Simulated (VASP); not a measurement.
Runs of VASP 6.6.1 on BeTe (rocksalt type). The structure is that of space group Fm-3m (No. 225), or close to it. The cells are those of the table. 

| task | cell | gap on the mesh (eV) | pressure (GPa) |
| --- | --- | --- | --- |
| electric field gradients | a = 3.840 Å, angles 60.0°, 2 atoms | none | -2.4 |
| single point | a = 3.790 Å, angles 60.0°, 2 atoms | none | 0.1 |
| single point | a = 3.840 Å, angles 60.0°, 2 atoms | none | -2.4 |
| single point | a = 3.739 Å, angles 60.0°, 2 atoms | none | 3.1 |
| electric field gradients | a = 3.739 Å, angles 60.0°, 2 atoms | none | 3.1 |
| electric field gradients | a = 3.815 Å, angles 60.0°, 2 atoms | none | -1.2 |
| single point | a = 3.765 Å, angles 60.0°, 2 atoms | none | (a) |

Alike in all rows: level PBE; potentials or basis VASP PAW PBE potentials, release 64 (Be, Te); no spin polarisation; k mesh 13 × 13 × 13; cutoff (eV) 520; smearing fermi-dirac 0.05 eV.

**Question.** Fill in the values left out.

**Answer.** (a) 1.5.

Caveats: spin-orbit coupling is left out, which moves the levels of the heavy elements.

A k mesh can miss the band edges, and the runs leave out spin-orbit coupling on Te.

A gap of «none» marks levels without a gap at the run's occupations.
